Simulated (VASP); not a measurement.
# Bi (Pm-3m) in VASP: further runs, part 2 of 2

VASP 6.6.1.

## 3. Density of states, PBE (volume scaled by 0.68)

Input file POSCAR:

```
Bi
1.0
    2.8795588638      0.0000000000      0.0000000000
    0.0000000000      2.8795588638      0.0000000000
    0.0000000000      0.0000000000      2.8795588638
Bi
1
Direct
    0.0000000000      0.0000000000      0.0000000000
```

Input file INCAR.step1:

```
PREC = Accurate
ENCUT = 520
EDIFF = 1E-6
ISMEAR = -1
SIGMA = 0.08
LREAL = F
LASPH = T
NELM = 100
ALGO = Normal
ISIF = 2
LWAVE = F
LCHARG = T
GGA = PE
NBANDS = 14
```

Input file KPOINTS.step1:

```
regular mesh
0
Gamma
  13 13 13
```

Input file INCAR.step2:

```
PREC = Accurate
ENCUT = 520
EDIFF = 1E-6
ISMEAR = -5
SIGMA = 0.08
LREAL = F
LASPH = T
NELM = 100
ALGO = Normal
ISIF = 2
LWAVE = F
LCHARG = F
GGA = PE
LORBIT = 11
NBANDS = 14
NEDOS = 1001
ICHARG = 11
```

Input file KPOINTS.step2:

```
regular mesh
0
Gamma
  20 20 20
```

Potentials or basis: VASP PAW PBE potentials, release 64 (Bi_d).

Started as:

```
$ cat potpaw_PBE.64/Bi_d/POTCAR > POTCAR
$ cp INCAR.step1 INCAR
$ cp KPOINTS.step1 KPOINTS
$ mpirun -np 1 vasp_std > vasp.out
$ cp INCAR.step2 INCAR
$ cp KPOINTS.step2 KPOINTS
$ mpirun -np 1 vasp_std > vasp.out
```

OUTCAR:

```text
PREC = Accurate
   ENCUT = 520
   EDIFF = 1E-6
   ISMEAR = -5
   LREAL = F
   LASPH = T
   NELM = 100
   ISIF = 2
   GGA = PE
   LORBIT = 11
   ICHARG = 11

 ion  position               nearest neighbor table
   1  0.000  0.000  0.000-

  LATTYP: Found a simple cubic cell.
 ALAT       =     2.8795588638

  Lattice vectors:

 A1 = (   2.8795588638,   0.0000000000,   0.0000000000)
 A2 = (   0.0000000000,   2.8795588638,   0.0000000000)
 A3 = (   0.0000000000,   0.0000000000,   2.8795588638)

Analysis of symmetry for initial positions (statically):
=====================================================================
 Subroutine PRICEL returns:
 Original cell was already a primitive cell.

 Routine SETGRP: Setting up the symmetry group for a
 simple cubic supercell.

 Subroutine GETGRP returns: Found 48 space group operations
 (whereof 48 operations were pure point group operations)
 out of a pool of 48 trial point group operations.

The static configuration has the point symmetry O_h .

Analysis of symmetry for dynamics (positions and initial velocities):
=====================================================================
 Subroutine PRICEL returns:
 Original cell was already a primitive cell.

 Routine SETGRP: Setting up the symmetry group for a
 simple cubic supercell.

 Subroutine GETGRP returns: Found 48 space group operations
 (whereof 48 operations were pure point group operations)
 out of a pool of 48 trial point group operations.

The dynamic configuration has the point symmetry O_h .

 Subroutine INISYM returns: Found 48 space group operations
 (whereof 48 operations are pure point group operations),
 and found     1 'primitive' translations

----------------------------------------------------------------------------------------

                                     Primitive cell

  volume of cell :      23.8769

  direct lattice vectors                    reciprocal lattice vectors
     2.879558864  0.000000000  0.000000000     0.347275415  0.000000000  0.000000000
     0.000000000  2.879558864  0.000000000     0.000000000  0.347275415  0.000000000
     0.000000000  0.000000000  2.879558864     0.000000000  0.000000000  0.347275415

  length of vectors
     2.879558864  2.879558864  2.879558864     0.347275415  0.347275415  0.347275415

  position of ions in fractional coordinates (direct lattice)
     0.000000000  0.000000000  0.000000000

  ion indices of the primitive-cell ions
   primitive index   ion index
                 1           1

----------------------------------------------------------------------------------------

 KPOINTS: regular mesh

Automatic generation of k-mesh.
 Grid dimensions read from file:
 generate k-points for:   20   20   20

 Generating k-lattice:

  Cartesian coordinates                     Fractional coordinates (reciprocal lattice)
     0.017363771  0.000000000  0.000000000     0.050000000  0.000000000  0.000000000
     0.000000000  0.017363771  0.000000000     0.000000000  0.050000000  0.000000000
     0.000000000  0.000000000  0.017363771     0.000000000  0.000000000  0.050000000

  Length of vectors
     0.017363771  0.017363771  0.017363771

  Shift w.r.t. Gamma in fractional coordinates (k-lattice)
     0.000000000  0.000000000  0.000000000

 TETIRR: Found   3982 inequivalent tetrahedra from    48000

 Subroutine IBZKPT returns following result:
 ===========================================

 Found    286 irreducible k-points:

 Following reciprocal coordinates:
            Coordinates               Weight
  0.000000  0.000000  0.000000      1.000000
  0.050000  0.000000  0.000000      6.000000
  0.100000  0.000000  0.000000      6.000000
  0.150000  0.000000  0.000000      6.000000
  0.200000  0.000000  0.000000      6.000000
  0.250000  0.000000  0.000000      6.000000
[... 16 lines left out ...]
  0.150000  0.100000  0.000000     24.000000
  0.200000  0.100000  0.000000     24.000000
 [... further k-points ...]
   k-points           NKPTS =    286   k-points in BZ     NKDIM =    286   number of bands    NBANDS=     14
   number of dos      NEDOS =   1001   number of ions     NIONS =      1
   total plane-waves  NPLWV =  13824
   dimension x,y,z NGX =    24 NGY =   24 NGZ =   24
   dimension x,y,z NGXF=    48 NGYF=   48 NGZF=   48
   ions per type =               1
   NGX,Y,Z   is equivalent  to a cutoff of  13.86, 13.86, 13.86 a.u.
   NGXF,Y,Z  is equivalent  to a cutoff of  27.71, 27.71, 27.71 a.u.
 SYSTEM =  unknown system
   PREC   = accura    normal or accurate (medium, high low for compatibility)
   ISTART =      0    job   : 0-new  1-cont  2-samecut
   ICHARG =     11    charge: 1-file 2-atom 10-const
   ISPIN  =      1    spin polarized calculation?
   LNONCOLLINEAR =      F non collinear calculations
   LSORBIT =      F    spin-orbit coupling
   LASPH  =      T    aspherical Exc in radial PAW
   ENCUT  =  520.0 eV  38.22 Ry    6.18 a.u.   5.35  5.35  5.35*2*pi/ulx,y,z
   NELM   =    100;   NELMIN=  2; NELMDL=  0     # of ELM steps
   EDIFF  = 0.1E-05   stopping-criterion for ELM
   LREAL  =      F    real-space projection
   EDIFFG = 0.1E-04   stopping-criterion for IOM
   NSW    =      0    number of steps for IOM
   IBRION =     -1    ionic relax: 0-MD 1-quasi-New 2-CG
   NFREE  =      0    steps in history (QN), initial steepest desc. (CG)
   ISIF   =      2    stress and relaxation
   ISYM   =      2    0-nonsym 1-usesym 2-fastsym
   POTIM  = 0.5000    time-step for ionic-motion
   TEBEG  =    0.0;   TEEND  =   0.0 temperature during run
   PSTRESS=    0.0 pullay stress
   NELECT =      15.0000    total number of electrons
   NUPDOWN=      -1.0000    fix difference up-down
   EMIN   =  10.00;   EMAX   =-10.00  energy-range for DOS
   EFERMI =   0.00;   METHOD = LEGACY
   ISMEAR =    -5;   SIGMA  =   0.08  broadening in eV -4-tet -1-fermi 0-gaus
   EFERMI_NEDOS =   21; number of points for ismear=-14 and -15
   IALGO  =     38    algorithm
   IMIX   =      4    mixing-type and parameters
     AMIX     =   0.40;   BMIX     =  1.00
     AMIX_MAG =   1.60;   BMIX_MAG =  1.00
  volume/ion in A,a.u.               =      23.88       161.13
  Fermi-wavevector in a.u.,A,eV,Ry     =   1.402101  2.649587 26.747518  1.965887
  Thomas-Fermi vector in A             =   2.524896
   LORBIT       =     11    0 simple, 1 ext, 2 COOP (PROOUT), +10 PAW based schemes
   GGA     = PE    functional components
   LHFCALC =     F    Hartree Fock is set to
   AEXX    =    0.0000 exact exchange contribution
   IVDW    =     0    specifies the selected vdW correction
   LEPSILON=     F    determine dielectric tensor
   LRPA    =     F    only Hartree local field effects (RPA)
 non-spin polarized calculation
 Fermi weights with tetrahedron method with Bloechl corrections
  energy-cutoff  :      520.00
  volume of cell :       23.88
 maximum number of plane-waves:       661
 NGX is ok and might be reduce to    24

 number of electron      15.0000004 magnetization

 Free energy of the ion-electron system (eV)
  ---------------------------------------------------
  ext. energy  EPLUGINS =         0.00000000
  ---------------------------------------------------
  free energy    TOTEN  =        -2.76105578 eV

  energy without entropy =       -2.76105578  energy(sigma->0) =       -2.76105578

 E-fermi :  11.8677     XC(G=0): -11.4837

 val. band max:       12.0903290748   @ k =   0.2000   0.2000   0.2000
 cond. band min:      11.6171273367   @ k =   0.2000   0.2000   0.1000
 fundamental gap:     -0.4732017382
 Fermi energy:        11.8676953322

 k-point     1 :       0.0000    0.0000    0.0000
  band No.  band energies     occupation
      1     -12.2617      2.00000
      2     -12.2617      2.00000
      3     -11.2755      2.00000
      4     -11.2755      2.00000
      5     -11.2755      2.00000
      6      -4.4859      2.00000
      7      15.6910      0.00000
      8      15.6910      0.00000
      9      15.6910      0.00000
     10      20.1710      0.00000
     11      20.8690      0.00000
     12      20.8690      0.00000
     13      29.8290      0.00000
     14      29.8290      0.00000
[... 375 lines left out ...]
 k-point    24 :       0.2000    0.1000    0.0000
  band No.  band energies     occupation
      1     -12.1955      2.00000
      2     -11.9840      2.00000
      3     -11.3987      2.00000
      4     -11.3662      2.00000
      5     -11.2934      2.00000
      6      -3.5331      2.00000
      7      10.7814      2.06965
      8      14.5044      0.00000
      9      16.8054      0.00000
     10      21.0296      0.00000
     11      22.9780      0.00000
     12      26.0265      0.00000
     13      27.0260      0.00000
     14      28.4376      0.00000

 [... further k-points ...]
[... 5 lines left out ...]
  --------------------------------------------------------------------------------------
  -------------------------------------------------------------------------------------
  Total        6.4698952      6.4698952      6.4698952      0.0000000     -0.0000000      0.0000000
  in kB      434.1401410    434.1401410    434.1401410      0.0000000     -0.0000000      0.0000000
  external PRESSURE =     434.1401410 kB  Pullay stress =       0.0000000 kB

 VOLUME and BASIS-vectors are now :
 -----------------------------------------------------------------------------
  energy-cutoff  :      520.00
  volume of cell :       23.88
      direct lattice vectors                 reciprocal lattice vectors
     2.879558864  0.000000000  0.000000000     0.347275415  0.000000000  0.000000000
     0.000000000  2.879558864  0.000000000     0.000000000  0.347275415  0.000000000
     0.000000000  0.000000000  2.879558864     0.000000000  0.000000000  0.347275415

 POSITION                                       TOTAL-FORCE (eV/Angst)
 -----------------------------------------------------------------------------------
      0.00000      0.00000      0.00000         0.000000      0.000000      0.000000
 -----------------------------------------------------------------------------------
    total drift:                                0.000000     -0.000000      0.000000

  FREE ENERGIE OF THE ION-ELECTRON SYSTEM (eV)
  ---------------------------------------------------
  free  energy   TOTEN  =        -2.7610557846 eV

  energy  without entropy=       -2.7610557846  energy(sigma->0) =       -2.76105578

 total charge

# of ion       s       p       d       tot
------------------------------------------
    1        1.532   1.613   9.981  13.126
```

OSZICAR.step1:

```text
N       E                     dE             d eps       ncg     rms          rms(c)
DAV:   1     0.115679090004E+03    0.11568E+03   -0.77922E+03  2390   0.136E+03
DAV:   2     0.365975306481E+01   -0.11202E+03   -0.10766E+03  2520   0.355E+02
DAV:   3    -0.266184924784E+01   -0.63216E+01   -0.62999E+01  2916   0.797E+01
DAV:   4    -0.279626866912E+01   -0.13442E+00   -0.13439E+00  2970   0.119E+01
DAV:   5    -0.280169475345E+01   -0.54261E-02   -0.54260E-02  3302   0.228E+00    0.112E+00
DAV:   6    -0.278628599378E+01    0.15409E-01   -0.59011E-03  3148   0.927E-01    0.645E-01
DAV:   7    -0.277804282348E+01    0.82432E-02   -0.60096E-03  3316   0.101E+00    0.782E-02
DAV:   8    -0.277811235693E+01   -0.69533E-04   -0.43316E-04  3072   0.270E-01    0.964E-03
DAV:   9    -0.277810660064E+01    0.57563E-05   -0.20167E-05  3190   0.736E-02    0.651E-03
DAV:  10    -0.277810490180E+01    0.16988E-05   -0.27715E-06  3002   0.223E-02    0.152E-03
DAV:  11    -0.277810498975E+01   -0.87956E-07   -0.24539E-07  2034   0.671E-03
   1 F= -.27781050E+01 E0= -.27753385E+01  d E =-.553302E-02
```

Run time: 39 s. Hardware: 1 thread of Intel Xeon Platinum 8375C at 2.90GHz (Ice Lake), shared host; peak memory 0.2 GiB.

What came out:

* Valence electrons inside the program's atomic spheres: Bi 13.13

Levels at points of the mesh, in eV from the Fermi level:
| k point | band 6 | band 7 | band 8 | band 9 | band 10 | band 11 |
| --- | --- | --- | --- | --- | --- | --- |
| (0.00, 0.00, 0.00) | -16.35 | 3.82 | 3.82 | 3.82 | 8.30 | 9.00 |
| (0.50, 0.00, 0.00) | -12.81 | -7.79 | 7.09 | 7.09 | 9.86 | 10.12 |
| (0.50, 0.50, 0.00) | -9.30 | -4.97 | -4.97 | 1.62 | 11.13 | 12.32 |
| (0.50, 0.50, 0.50) | -5.51 | -2.21 | -2.21 | -2.21 | 5.04 | 5.27 |

Caveat: the cell differs from its parent crystal (volume scaled by 0.68); spin-orbit coupling is left out, which moves the levels of the heavy elements; tetrahedron occupations give inexact forces and stress in metals.

## 4. Density of states, PBE

This run uses another cell than the first one, of 35.11 Å³/atom, 1.724 times its volume.

Input file POSCAR:

```
Bi
1.0
    3.2745854155      0.0000000000      0.0000000000
    0.0000000000      3.2745854155      0.0000000000
    0.0000000000      0.0000000000      3.2745854155
Bi
1
Direct
    0.0000000000      0.0000000000      0.0000000000
```

Input file INCAR.step1:

```
PREC = Accurate
ENCUT = 520
EDIFF = 1E-7
ISMEAR = -1
SIGMA = 0.08
LREAL = False
LASPH = True
NELM = 80
ALGO = Normal
ISIF = 2
LWAVE = False
LCHARG = True
GGA = PE
NBANDS = 14
```

Input file KPOINTS.step1:

```
Automatic mesh
0
Gamma
  13 13 13
```

Input file INCAR.step2:

```
PREC = Accurate
ENCUT = 520
EDIFF = 1E-7
ISMEAR = -5
SIGMA = 0.08
LREAL = False
LASPH = True
NELM = 80
ALGO = Normal
ISIF = 2
LWAVE = False
LCHARG = False
GGA = PE
LORBIT = 11
NBANDS = 14
NEDOS = 1001
ICHARG = 11
```

Input file KPOINTS.step2:

```
Automatic mesh
0
Gamma
  20 20 20
```

Started as:

```
$ cat potpaw_PBE.64/Bi_d/POTCAR > POTCAR
$ cp INCAR.step1 INCAR
$ cp KPOINTS.step1 KPOINTS
$ mpirun -np 1 vasp_std > vasp.out
$ cp INCAR.step2 INCAR
$ cp KPOINTS.step2 KPOINTS
$ mpirun -np 1 vasp_std > vasp.out
```

Wall time 48 s (1 thread of Intel Xeon Platinum 8375C at 2.90GHz (Ice Lake), shared host); peak memory 0.23 GiB.

It converged, with:

```yaml
Valence_electrons_inside_the_program's_atomic_spheres: Bi 12.76
```

Levels at points of the mesh, in eV from the Fermi level:
```
           k point  band 4  band 5  band 6  band 7  band 8  band 9  band 10  band 11
(0.00, 0.00, 0.00)  -22.61  -22.61  -12.95    3.12    3.12    3.12     6.23     7.78
(0.50, 0.00, 0.00)  -22.65  -22.60  -11.14   -4.81    4.92    4.92     9.68     9.78
(0.50, 0.50, 0.00)  -22.68  -22.49   -9.35   -3.00   -3.00    2.81     6.79    11.93
(0.50, 0.50, 0.50)  -22.49  -22.49   -7.54   -1.30   -1.30   -1.30     5.41     5.41
```

Caveat: spin-orbit coupling is left out, which moves the levels of the heavy elements; tetrahedron occupations give inexact forces and stress in metals.
